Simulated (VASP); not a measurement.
## ZrGa2S2: relaxation of cell and atoms with PBE

ZrGa2S2:

```
Zr Ga S
1.0
    -2.14375    2.14375    5.14619
     2.14375   -2.14375    5.14619
     2.14375    2.14375   -5.14619
Zr Ga S
1 2 2
Cartesian
  0.0000 0.0000 0.0000
  0.0000 0.0000 6.4721
  0.0000 0.0000 3.8203
  2.1438 0.0000 2.5731
  0.0000 2.1438 2.5731
```

The cell was generated, and may not be a known phase.

```yaml
Program: VASP 6.6.1
Task: relaxation of cell and atoms
Functional: PBE
Potentials_or_basis: VASP PAW PBE potentials, release 64 (Zr_sv, Ga_d, S)
Cutoff: 600 eV
k_mesh: 6 × 6 × 6
Occupations: gaussian, width 0.1 eV
Spin: no spin polarisation
Dipole_correction: no
Further_INCAR_settings: ALGO = Normal; EDIFF = 1e-06; IBRION = 2; EDIFFG = -0.04; NSW = 90; ISIF = 3
```

* Relaxed volume: 18.93 Å³/atom
* Relaxed cell: a = 5.218 Å, b = 5.218 Å, c = 5.218 Å, α = 123.45°, β = 123.45°, γ = 84.12°
* Space group after relaxing (to 0.1 Å): I4/mmm (No. 139)
* Energy gained by relaxing: 383.6 meV/atom
* Ionic steps: 17
* Pressure after relaxing: 0.1 GPa
* Largest force after relaxing: 0.024 eV/Å
* Band gap on the k mesh: zero (bands 25 and 26 overlap by 1.04 eV)

Forces in eV/Å, atoms in the order of the input:
```
Zr   0.000  0.000  0.000
Ga   0.000  0.000  0.024
Ga   0.000  0.000 -0.024
S    0.000  0.000  0.000
S    0.000  0.000  0.000
```

Stress tensor (GPa, compression positive):
```
0.17 0.00 0.00
0.00 0.17 0.00
0.00 0.00 0.08
```

The path:
| step | energy change (eV) | largest force (eV/Å) | pressure (GPa) | volume (Å³) |
| --- | --- | --- | --- | --- |
| 1 | 0.0000 | 0.5430 | 0.02 | 94.60 |
| 2 | -0.3981 | 0.0367 | -1.37 | 94.39 |
| 3 | -0.5800 | 1.3961 | -1.33 | 93.79 |
| 4 | 0.0070 | 9.6604 | 5.54 | 91.33 |
| 5 | -0.6130 | 1.6190 | -1.21 | 93.65 |
| 6 | -0.6218 | 2.6608 | -0.55 | 93.25 |
| 7 | -0.9534 | 2.8834 | -0.11 | 92.77 |
| 8 | -1.5198 | 3.0551 | 5.91 | 89.96 |
| 9 | -1.5475 | 3.4335 | 2.78 | 91.12 |
| 10 | -1.5810 | 3.3291 | 4.14 | 90.58 |
| 11 | -1.8319 | 0.4577 | 3.04 | 92.37 |
| 12 | -1.8323 | 0.3386 | 3.09 | 92.46 |
| 13 | -1.9034 | 0.2769 | 1.05 | 93.89 |
| 14 | -1.9153 | 0.2348 | -0.24 | 94.95 |
| 15 | -1.9155 | 0.2393 | -0.08 | 94.82 |
| 16 | -1.9172 | 0.1264 | 0.05 | 94.74 |
| 17 | -1.9178 | 0.0244 | 0.14 | 94.67 |

Final structure:
```
Zr Ga S
1.0
    -2.47168    2.47168    3.87418
     2.47168   -2.47168    3.87418
     2.47168    2.47168   -3.87418
Zr Ga S
1 2 2
Direct
  0.00000 0.00000 0.00000
  0.65168 0.65168 0.00000
  0.34832 0.34832 0.00000
  0.25000 0.75000 0.50000
  0.75000 0.25000 0.50000
```

Levels at points of the mesh, in eV from the Fermi level:
```tsv
k point	band 23	band 24	band 25	band 26	band 27	band 28
(0.00, 0.00, 0.00)	-3.68	-2.61	-2.40	-0.19	0.85	0.85
(0.50, 0.00, 0.00)	-2.02	-1.37	-0.33	0.63	1.47	1.54
(0.50, 0.50, 0.00)	-2.29	-0.44	0.47	0.80	0.93	0.98
(0.50, 0.50, 0.50)	-2.43	-2.02	-0.82	0.44	0.63	0.77
```

Wall time 23 min on 1 thread of AMD EPYC 9R45 96-Core Processor (Zen 5), on a shared host, peak memory 0.38 GiB.
